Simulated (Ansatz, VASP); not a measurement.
One calculation of CuO, two programs

Contents of POSCAR:

```
CuO
1.0
    2.0552366769     -2.2230668426      0.0000000000
    2.0552366769      2.2230668426      0.0000000000
    0.0000000000      0.0000000000      5.3223619511
Cu O
2 2
Direct
    0.0000000000      0.5000000000      0.0000000000
    0.5000000000      0.0000000000      0.5000000000
    0.5000000000      0.5000000000      0.2500000000
    0.5000000000      0.5000000000      0.7500000000
```

The input INCAR.step1:

```
SYSTEM = CuO
PREC = Accurate
ENCUT = 520
ISMEAR = 0
SIGMA = 0.1
LREAL = .FALSE.
LASPH = .TRUE.
NELM = 80
NBANDS = 25
GGA = PE
ALGO = Normal
EDIFF = 1E-4
LWAVE = .TRUE.
LCHARG = .FALSE.
```

File INCAR.step2:

```
SYSTEM = CuO
PREC = Accurate
ENCUT = 520
EDIFF = 1E-6
ISMEAR = 0
SIGMA = 0.1
LREAL = .FALSE.
LASPH = .TRUE.
NELM = 80
ALGO = Normal
ISIF = 2
LWAVE = .FALSE.
LCHARG = .FALSE.
METAGGA = R2SCAN
LMIXTAU = .TRUE.
NBANDS = 25
ISTART = 1
```

File KPOINTS:

```
Automatic mesh
0
G
  14 14 8
  0 0 0
```

Input for Ansatz:

```yaml
crystal:
  lattice:
    - [2.0552366769, -2.2230668426, 0.0]
    - [2.0552366769, 2.2230668426, 0.0]
    - [0.0, 0.0, 5.3223619511]
  atoms:
    - { symbol: Cu, position: [0.0, 0.5, 0.0] }
    - { symbol: Cu, position: [0.5, 0.0, 0.5] }
    - { symbol: O, position: [0.5, 0.5, 0.25] }
    - { symbol: O, position: [0.5, 0.5, 0.75] }
basis:
  ecutwfc: 500
kpoints:
  mp_grid: { grid: [14, 14, 8] }
hamiltonian:
  xc: r2scan
scf:
  occupations: { method: gaussian, width: 0.1 }
  lower_state_search: "off"
output:
  forces: true
  stress: true
  eigenvalues: true
```

Alike in both runs: task single point; functional r2SCAN; k mesh 14 × 14 × 8; occupations gaussian, width 0.1 eV; no spin polarisation.

```csv
,VASP,Ansatz
version,VASP 6.6.1,Ansatz 0.2.0
potentials or method,"VASP PAW PBE potentials, release 64 (Cu, O), cutoff 520 eV","scalar-relativistic, plane waves, PAW"
valence electrons in the cell,34,50
```

|  | VASP | Ansatz | Ansatz less VASP |
| --- | --- | --- | --- |
| gap on the k mesh at the Fermi level (eV) | none | none | - |
| pressure (GPa) | -15.7 | -16.4 | -0.72 |
| traceless stress, the component that is largest in VASP (GPa) | -3.34 | -3.69 | -0.351 |

VASP's potentials were made for PBE, not for r2SCAN. A gap of «none» marks a metal or a gap that the smearing closes. VASP's potentials hold 34 valence electrons a cell and Ansatz's 50, so a difference there can come from the potentials and not from the codes.
